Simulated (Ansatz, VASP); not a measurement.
# TiSi8Mo3: VASP beside Ansatz

```
CELL_PARAMETERS angstrom
2.28333 -3.96424 0.00000
2.28333 3.96424 0.00000
0.00000 0.00000 9.10009
ATOMIC_POSITIONS crystal
Ti 0.00000 0.00000 0.00000
Si 0.66766 0.33234 0.00000
Si 0.16526 0.83474 0.75037
Si 0.66616 0.33384 0.50000
Si 0.16526 0.83474 0.24963
Si 0.33234 0.66766 0.00000
Si 0.83474 0.16526 0.75037
Si 0.33384 0.66616 0.50000
Si 0.83474 0.16526 0.24963
Mo 0.50000 0.50000 0.74941
Mo 0.00000 0.00000 0.50000
Mo 0.50000 0.50000 0.25059
```

Alike in both runs: functional PBE; k mesh 10 × 10 × 4; occupations gaussian, width 0.1 eV; no spin polarisation.

Ansatz relaxed the structure, and its values are those at the end. VASP's run is a single point on that final structure, the one shown.

|  | VASP | Ansatz |
| --- | --- | --- |
| version | VASP 6.6.1 | Ansatz 0.2.0 |
| potentials or method | VASP PAW PBE potentials, release 64 (Ti_sv, Si, Mo_sv), cutoff 520 eV | scalar-relativistic, plane waves, PAW |
| valence electrons in the cell | 86 | 86 |

```tsv
	VASP	Ansatz	Ansatz less VASP
gap on the k mesh at the Fermi level (eV)	none	none	-
pressure (GPa)	0.1	0.0	-0.09
```

A gap of «none» marks a metal or a gap that the smearing closes.
